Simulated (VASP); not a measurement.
Here is a VASP 6.6.1 calculation.

Contents of POSCAR:

```
KCl
1.0
    0.0000000000      3.0614170000      3.1561000000
    3.1561000000      0.0000000000      3.1561000000
    3.1561000000      3.0614170000      0.0000000000
K Cl
1 1
Direct
    0.0000000000      0.0000000000      0.0000000000
    0.5000000000      0.5000000000      0.5000000000
```

INCAR.step1

```
SYSTEM = KCl
PREC = Accurate
ENCUT = 520
ISMEAR = 0
SIGMA = 0.05
LREAL = .False.
LASPH = .True.
NELM = 60
NBANDS = 15
GGA = PE
ALGO = Normal
EDIFF = 1E-4
LWAVE = .True.
LCHARG = .False.
```

INCAR.step2

```
SYSTEM = KCl
PREC = Accurate
ENCUT = 520
EDIFF = 1E-6
ISMEAR = 0
SIGMA = 0.05
LREAL = .False.
LASPH = .True.
NELM = 60
ALGO = Normal
ISIF = 2
LWAVE = .False.
LCHARG = .False.
METAGGA = R2SCAN
LMIXTAU = .True.
NBANDS = 15
ISTART = 1
```

Contents of KPOINTS:

```
Automatic mesh
0
Gamma
  6 6 6
  0 0 0
```

Potentials or basis: VASP PAW PBE potentials, release 64 (K_sv, Cl).

The run is started by

```sh
$ cat potpaw_PBE.64/K_sv/POTCAR potpaw_PBE.64/Cl/POTCAR > POTCAR
$ cp INCAR.step1 INCAR
$ mpirun -np 1 vasp_std > vasp.out
$ cp INCAR.step2 INCAR
$ mpirun -np 1 vasp_std > vasp.out
```

(1) Predict the band gap on the k mesh.

(2) Predict the pressure.

Answers

(1) 5.88 eV.

(2) 0.5 GPa.

Caveat: the cell differs from its parent crystal (strain -0.0300 x Voigt [0, 1, 0, 0, 0, 0]); the PAW data sets were made with another functional, which shifts forces and pressure a little.
